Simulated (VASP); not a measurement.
# C (I4_1/amd) in VASP: a series of runs

Runs on C. Level: PBEsol. Tasks: single point.

Program: VASP 6.6.1. These are calculated values, not measurements. Logs are shortened: lines on timing, memory, paths and dates and some standing lists are left out, and cuts for length are marked.

### Step 1. The cell of the first run

Symmetry: I4_1/amd, No. 141, tetragonal system. Conventional cell: a = 2.500 Å, b = 2.500 Å, c = 3.559 Å, α = 90.00°, β = 90.00°, γ = 90.00°. Within 2.0 Å of C (site symmetry -4m2) lie 4 C at 1.53 Å.

### Step 2. Single point, PBEsol (in-plane strain -0.005, then relaxed in part)

File INCAR:

```
SYSTEM = C
ALGO = Normal ; EDIFF = 1E-6
ENCUT = 1300 ; GGA = PS
GGA_COMPAT = .FALSE. ; ISIF = 2
ISMEAR = 0 ; LASPH = .TRUE.
LCHARG = .TRUE. ; LELF = .TRUE.
LREAL = .FALSE. ; LVHAR = .TRUE.
LWAVE = .FALSE. ; NBANDS = 11
NELM = 120 ; PREC = Accurate
SIGMA = 0.01
```

File KPOINTS:

```
k-points
0
G
  12 12 12
  0 0 0
```

File POSCAR:

```
C
1.0
    1.7680192062      1.7680192062      0.0000000000
   -1.7680192062      1.7680192062      0.0000000000
    0.0000000000      1.7680192062      1.7792766001
C
2
Direct
    0.5000000000      0.5000000000      0.0000000000
    0.7500000000      0.2500000000      0.5000000000
```

Potentials or basis: VASP PAW PBE potentials, release 64 (C_h).

Started as:

```
$ cat potpaw_PBE.64/C_h/POTCAR > POTCAR
$ mpirun -np 1 vasp_std > vasp.out
```

OUTCAR:

```text
SYSTEM = C
   EDIFF = 1E-6
   ENCUT = 1300
   GGA = PS
   ISIF = 2
   ISMEAR = 0
   LASPH = .TRUE.
   LREAL = .FALSE.
   NELM = 120
   PREC = Accurate

 ion  position               nearest neighbor table
   1  0.500  0.500  0.000-
   2  0.750  0.250  0.500-

  LATTYP: Found a body centered tetragonal cell.
 ALAT       =     2.5003567399
 C/A-ratio  =     1.4232181926

  Lattice vectors:

 A1 = (   1.7680192062,   0.0000000000,  -1.7792766001)
 A2 = (  -1.7680192062,   0.0000000000,  -1.7792766001)
 A3 = (   0.0000000000,   1.7680192062,   1.7792766001)

Analysis of symmetry for initial positions (statically):
=====================================================================
 Subroutine PRICEL returns:
 Original cell was already a primitive cell.

 Routine SETGRP: Setting up the symmetry group for a
 body centered tetragonal supercell.

 Subroutine GETGRP returns: Found 16 space group operations
 (whereof  8 operations were pure point group operations)
 out of a pool of 16 trial point group operations.

The static configuration has the point symmetry D_2d.
 The point group associated with its full space group is D_4h.

Analysis of symmetry for dynamics (positions and initial velocities):
=====================================================================
 Subroutine PRICEL returns:
 Original cell was already a primitive cell.

 Routine SETGRP: Setting up the symmetry group for a
 body centered tetragonal supercell.

 Subroutine GETGRP returns: Found 16 space group operations
 (whereof  8 operations were pure point group operations)
 out of a pool of 16 trial point group operations.

The dynamic configuration has the point symmetry D_2d.
 The point group associated with its full space group is D_4h.

 Subroutine INISYM returns: Found 16 space group operations
 (whereof  8 operations are pure point group operations),
 and found     1 'primitive' translations

----------------------------------------------------------------------------------------

                                     Primitive cell

  volume of cell :      11.1237

  direct lattice vectors                    reciprocal lattice vectors
     1.768019206  1.768019206  0.000000000     0.282802358  0.282802358 -0.281013081
    -1.768019206  1.768019206  0.000000000    -0.282802358  0.282802358 -0.281013081
     0.000000000  1.768019206  1.779276600     0.000000000  0.000000000  0.562026163

  length of vectors
     2.500356740  2.500356740  2.508329550     0.488797196  0.488797196  0.562026163

  position of ions in fractional coordinates (direct lattice)
     0.500000000  0.500000000  0.000000000
     0.750000000  0.250000000  0.500000000

  ion indices of the primitive-cell ions
   primitive index   ion index
                 1           1
                 2           2

----------------------------------------------------------------------------------------

 KPOINTS: k-points

Automatic generation of k-mesh.
 Grid dimensions read from file:
 generate k-points for:   12   12   12

 Generating k-lattice:

  Cartesian coordinates                     Fractional coordinates (reciprocal lattice)
     0.023566863  0.023566863 -0.023417757     0.083333333  0.000000000  0.000000000
    -0.023566863  0.023566863 -0.023417757     0.000000000  0.083333333  0.000000000
     0.000000000  0.000000000  0.046835514     0.000000000  0.000000000  0.083333333

  Length of vectors
     0.040733100  0.040733100  0.046835514

  Shift w.r.t. Gamma in fractional coordinates (k-lattice)
     0.000000000  0.000000000  0.000000000

 Subroutine IBZKPT returns following result:
 ===========================================

 Found    163 irreducible k-points:

 Following reciprocal coordinates:
            Coordinates               Weight
  0.000000  0.000000  0.000000      1.000000
  0.083333  0.000000  0.000000      8.000000
  0.166667  0.000000  0.000000      8.000000
  0.250000  0.000000  0.000000      8.000000
  0.333333  0.000000  0.000000      8.000000
  0.416667  0.000000  0.000000      8.000000
[... 16 lines left out ...]
  0.500000  0.166667  0.000000     16.000000
 -0.416667  0.166667 -0.000000     16.000000
 [... further k-points ...]
   k-points           NKPTS =    163   k-points in BZ     NKDIM =    163   number of bands    NBANDS=     11
   number of dos      NEDOS =    301   number of ions     NIONS =      2
   total plane-waves  NPLWV =  27000
   dimension x,y,z NGX =    30 NGY =   30 NGZ =   30
   dimension x,y,z NGXF=    60 NGYF=   60 NGZF=   60
   ions per type =               2
   NGX,Y,Z   is equivalent  to a cutoff of  19.95, 19.95, 19.88 a.u.
   NGXF,Y,Z  is equivalent  to a cutoff of  39.89, 39.89, 39.77 a.u.
 SYSTEM =  C
   PREC   = accura    normal or accurate (medium, high low for compatibility)
   ISTART =      0    job   : 0-new  1-cont  2-samecut
   ICHARG =      2    charge: 1-file 2-atom 10-const
   ISPIN  =      1    spin polarized calculation?
   LNONCOLLINEAR =      F non collinear calculations
   LSORBIT =      F    spin-orbit coupling
   LASPH  =      T    aspherical Exc in radial PAW
   ENCUT  = 1300.0 eV  95.55 Ry    9.77 a.u.   7.35  7.35  7.37*2*pi/ulx,y,z
   NELM   =    120;   NELMIN=  2; NELMDL= -5     # of ELM steps
   EDIFF  = 0.1E-05   stopping-criterion for ELM
   LREAL  =      F    real-space projection
   EDIFFG = 0.1E-04   stopping-criterion for IOM
   NSW    =      0    number of steps for IOM
   IBRION =     -1    ionic relax: 0-MD 1-quasi-New 2-CG
   NFREE  =      0    steps in history (QN), initial steepest desc. (CG)
   ISIF   =      2    stress and relaxation
   ISYM   =      2    0-nonsym 1-usesym 2-fastsym
   POTIM  = 0.5000    time-step for ionic-motion
   TEBEG  =    0.0;   TEEND  =   0.0 temperature during run
   PSTRESS=    0.0 pullay stress
   NELECT =       8.0000    total number of electrons
   NUPDOWN=      -1.0000    fix difference up-down
   EMIN   =  10.00;   EMAX   =-10.00  energy-range for DOS
   EFERMI =   0.00;   METHOD = LEGACY
   ISMEAR =     0;   SIGMA  =   0.01  broadening in eV -4-tet -1-fermi 0-gaus
   EFERMI_NEDOS =   21; number of points for ismear=-14 and -15
   IALGO  =     38    algorithm
   IMIX   =      4    mixing-type and parameters
     AMIX     =   0.40;   BMIX     =  1.00
     AMIX_MAG =   1.60;   BMIX_MAG =  1.00
  volume/ion in A,a.u.               =       5.56        37.53
  Fermi-wavevector in a.u.,A,eV,Ry     =   1.466749  2.771753 29.270914  2.151351
  Thomas-Fermi vector in A             =   2.582449
   LORBIT       =      0    0 simple, 1 ext, 2 COOP (PROOUT), +10 PAW based schemes
   GGA     = PS    functional components
   LHFCALC =     F    Hartree Fock is set to
   AEXX    =    0.0000 exact exchange contribution
   IVDW    =     0    specifies the selected vdW correction
   LEPSILON=     F    determine dielectric tensor
   LRPA    =     F    only Hartree local field effects (RPA)
 non-spin polarized calculation
 Gauss-broadening in eV      SIGMA  =   0.01
  energy-cutoff  :     1300.00
  volume of cell :       11.12
 maximum number of plane-waves:      1243
 NGX is ok and might be reduce to    30
   NGX = 15   NGY = 15   NGZ = 15

 number of electron       8.0000000 magnetization

 Free energy of the ion-electron system (eV)
  ---------------------------------------------------
  ext. energy  EPLUGINS =         0.00000000
  ---------------------------------------------------
  free energy    TOTEN  =       -19.27500756 eV

  energy without entropy =      -19.27500756  energy(sigma->0) =      -19.27500756

 E-fermi :  11.4020     XC(G=0): -13.6726

 val. band max:       11.2597511295   @ k =   0.0000   0.0000   0.0000
 cond. band min:      15.2638622828   @ k =  -0.3333   0.3333   0.0000
 fundamental gap:      4.0041111534
 Fermi energy:        11.4019602948

 k-point     1 :       0.0000    0.0000    0.0000
  band No.  band energies     occupation
      1     -10.5565      2.00000
      2      11.1620      2.00000
      3      11.2598      2.00000
      4      11.2598      2.00000
      5      16.8002      0.00000
      6      16.8002      0.00000
      7      16.8785      0.00000
      8      25.0498      0.00000
      9      30.4452      0.00000
     10      37.7044      0.00000
     11      38.0496      0.00000

 k-point     2 :       0.0833    0.0000    0.0000
  band No.  band energies     occupation
      1     -10.3612      2.00000
      2       9.9725      2.00000
      3      10.8625      2.00000
      4      10.9292      2.00000
      5      17.2370      0.00000
      6      17.2777      0.00000
      7      17.5758      0.00000
      8      25.1890      0.00000
      9      30.7730      0.00000
     10      35.5013      0.00000
     11      35.7578      0.00000

 k-point     3 :       0.1667    0.0000    0.0000
  band No.  band energies     occupation
      1      -9.7773      2.00000
      2       7.3973      2.00000
      3      10.1379      2.00000
      4      10.2159      2.00000
      5      18.1825      0.00000
      6      18.2084      0.00000
      7      18.7197      0.00000
      8      25.5831      0.00000
      9      31.4583      0.00000
     10      33.9104      0.00000
     11      34.0985      0.00000

 k-point     4 :       0.2500    0.0000    0.0000
  band No.  band energies     occupation
      1      -8.8126      2.00000
      2       4.5137      2.00000
      3       9.3934      2.00000
      4       9.4853      2.00000
      5      19.0508      0.00000
      6      19.0599      0.00000
      7      19.5421      0.00000
      8      26.1222      0.00000
      9      31.9074      0.00000
     10      33.5414      0.00000
     11      33.6469      0.00000
[... 239 lines left out ...]
 k-point    22 :       0.4167    0.1667    0.0000
  band No.  band energies     occupation
      1      -4.2202      2.00000
      2      -1.5593      2.00000
      3       5.6811      2.00000
      4       7.5233      2.00000
      5      18.6918      0.00000
      6      21.5153      0.00000
      7      22.7000      0.00000
      8      26.7872      0.00000
      9      30.6574      0.00000
     10      35.4505      0.00000
     11      36.0006      0.00000

 k-point    23 :       0.5000    0.1667    0.0000
  band No.  band energies     occupation
      1      -4.6632      2.00000
      2      -1.0306      2.00000
      3       6.1843      2.00000
      4       7.1355      2.00000
      5      18.2498      0.00000
      6      22.0055      0.00000
      7      22.7298      0.00000
      8      25.5478      0.00000
      9      31.3952      0.00000
     10      35.2915      0.00000
     11      37.9177      0.00000

 k-point    24 :      -0.4167    0.1667   -0.0000
  band No.  band energies     occupation
      1      -6.2975      2.00000
      2       1.2721      2.00000
      3       6.9145      2.00000
      4       7.0513      2.00000
      5      17.8403      0.00000
      6      22.2765      0.00000
      7      22.6097      0.00000
      8      23.9053      0.00000
      9      32.3404      0.00000
     10      33.9464      0.00000
     11      38.7286      0.00000

 [... further k-points ...]
[... 5 lines left out ...]
  --------------------------------------------------------------------------------------
  -------------------------------------------------------------------------------------
  Total        0.4246348      0.4246348      0.0077060      0.0000000      0.0000000      0.0000000
  in kB       61.1615915     61.1615915      1.1099175      0.0000000      0.0000000      0.0000000
  external PRESSURE =      41.1443668 kB  Pullay stress =       0.0000000 kB

 VOLUME and BASIS-vectors are now :
 -----------------------------------------------------------------------------
  energy-cutoff  :     1300.00
  volume of cell :       11.12
      direct lattice vectors                 reciprocal lattice vectors
     1.768019206  1.768019206  0.000000000     0.282802358  0.282802358 -0.281013081
    -1.768019206  1.768019206  0.000000000    -0.282802358  0.282802358 -0.281013081
     0.000000000  1.768019206  1.779276600     0.000000000  0.000000000  0.562026163

 POSITION                                       TOTAL-FORCE (eV/Angst)
 -----------------------------------------------------------------------------------
      0.00000      1.76802      0.00000         0.000000     -0.000000      0.000000
      0.88401      2.65203      0.88964        -0.000000      0.000000      0.000000
 -----------------------------------------------------------------------------------
    total drift:                               -0.000000      0.000000      0.000000

  FREE ENERGIE OF THE ION-ELECTRON SYSTEM (eV)
  ---------------------------------------------------
  free  energy   TOTEN  =       -19.2750075578 eV

  energy  without entropy=      -19.2750075578  energy(sigma->0) =      -19.27500756
```

It took 36 s on 1 thread of AMD EPYC 9R45 (Zen 5), shared host; peak memory 0.17 GiB.

What came out:

```yaml
Free_energy: -19.2750 eV
Pressure: 4.1 GPa
Band_gap_on_the_k_mesh: 4.00 eV (least direct gap 5.54 eV)
```

Levels at points of the mesh, in eV from the valence-band top:
```
           k point  band 1  band 2  band 3  band 4  band 5  band 6  band 7  band 8
(0.00, 0.00, 0.00)  -21.82   -0.10    0.00    0.00    5.54    5.54    5.62   13.79
(0.50, 0.00, 0.00)  -15.87  -13.71   -2.95   -2.83    8.39    8.47    9.10   15.64
(0.50, 0.50, 0.00)  -12.91  -12.91   -6.52   -6.52    4.56    4.56   17.06   17.06
(0.00, 0.00, 0.50)  -13.01  -13.01   -6.42   -6.42    4.71    4.71   17.03   17.03
```

Caveat: the cell differs from its parent crystal (in-plane strain -0.005, then relaxed in part); the stress differs along the axes, from 0 to 6 GPa; the PAW data sets were made with another functional, which shifts forces and pressure a little.

### Step 3. Single point, PBEsol (in-plane strain +0.005, then relaxed in part)

File INCAR:

```
PREC     = Accurate       # precision mode
ENCUT    = 1300           # plane-wave cutoff, eV
EDIFF    = 1E-6           # SCF threshold, eV
ISMEAR   = 0              # smearing method
SIGMA    = 0.01           # smearing width, eV
LREAL    = F              # projectors in reciprocal space
LASPH    = T              # aspherical terms in the spheres
NELM     = 120            # most SCF steps
ALGO     = Normal         # electronic algorithm
ISIF     = 2              # what is computed and relaxed
LWAVE    = F              # write WAVECAR
LCHARG   = F              # write CHGCAR
GGA      = PS             # functional
NBANDS   = 11             # bands
GGA_COMPAT= F
```

File KPOINTS:

```
regular mesh
0
Gamma
  12 12 12
```

File POSCAR:

```
C
1.0
    1.7857882435      1.7857882435      0.0000000000
   -1.7857882435      1.7857882435      0.0000000000
    0.0000000000      1.7857882435      1.7745347596
C
2
Direct
    0.5000000000      0.5000000000      0.0000000000
    0.7500000000      0.2500000000      0.5000000000
```

Potentials or basis: VASP PAW PBE potentials, release 64 (C_h).

Started as:

```
$ cat potpaw_PBE.64/C_h/POTCAR > POTCAR
$ mpirun -np 1 vasp_std > vasp.out
```

It took 29 s on 1 thread of AMD EPYC 9R45 (Zen 5), shared host; peak memory 0.17 GiB.

It converged, with:

| Property | Result |
| --- | --- |
| Free energy | -19.2755 eV |
| Pressure | -3.7 GPa |
| Band gap on the k mesh | 3.88 eV (least direct gap 5.44 eV) |

Stress tensor (GPa, compression positive):
```
-5.64  0.00  0.00
 0.00 -5.64  0.00
 0.00  0.00  0.16
```

Levels at points of the mesh, in eV from the valence-band top:
```
           k point  band 1  band 2  band 3  band 4  band 5  band 6  band 7  band 8  band 9
(0.00, 0.00, 0.00)  -21.61   -0.09   -0.09    0.00    5.44    5.51    5.51   13.36   18.93
(0.50, 0.00, 0.00)  -15.77  -13.55   -2.93   -2.82    8.31    8.33    8.84   15.45   21.61
(0.50, 0.50, 0.00)  -12.89  -12.89   -6.38   -6.38    4.60    4.60   16.74   16.74   23.02
(0.00, 0.00, 0.50)  -12.79  -12.79   -6.47   -6.47    4.45    4.45   16.78   16.78   23.11
```

Caveat: the cell differs from its parent crystal (in-plane strain +0.005, then relaxed in part); the stress differs along the axes, from -6 to 0 GPa; the PAW data sets were made with another functional, which shifts forces and pressure a little. A k mesh can miss the band edges.
